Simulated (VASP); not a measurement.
A run of VASP 6.6.1 is set up as follows.

File INCAR:

```
ALGO     = Normal         # electronic algorithm
EDIFF    = 1E-6           # SCF threshold, eV
ENCUT    = 520            # plane-wave cutoff, eV
GGA      = PS             # functional
ISIF     = 2              # what is computed and relaxed
ISMEAR   = 1              # smearing method
LASPH    = True           # aspherical terms in the spheres
LCHARG   = False          # write CHGCAR
LREAL    = False          # projectors in reciprocal space
LWAVE    = False          # write WAVECAR
NBANDS   = 17             # bands
NELM     = 80             # most SCF steps
PREC     = Accurate       # precision mode
SIGMA    = 0.15           # smearing width, eV
```

Contents of KPOINTS:

```
k-points
0
Gamma
  6 6 3
```

POSCAR

```
Sr
1.0
    4.3100000000      0.0000000000      0.0000000000
   -2.1550000000      3.7325700000      0.0000000000
    0.0000000000      0.0000000000      7.0500000000
Sr
2
Direct
    0.3333333333      0.6666666667      0.2500000000
    0.6666666667      0.3333333333      0.7641843972
```

Potentials or basis: VASP PAW PBE potentials, release 64 (Sr_sv).

Launch:

```console
$ cat potpaw_PBE.64/Sr_sv/POTCAR > POTCAR
$ mpirun -np 1 vasp_std > vasp.out
```

**Question.** Estimate the largest force.

**Answer.** 0.103 eV/Å.

**Question.** Estimate the pressure.

**Answer.** -0.8 GPa.

**Question.** Estimate the band gap on the k mesh.

**Answer.** Zero (band 10 reaches 1.41 eV, above the bottom of band 11 at 1.29 eV).

Forces on the atoms (eV/Å):
```
Sr   0.000  0.000  0.103
Sr   0.000  0.000 -0.103
```

Caveat: the PAW data sets were made with another functional, which shifts forces and pressure a little.
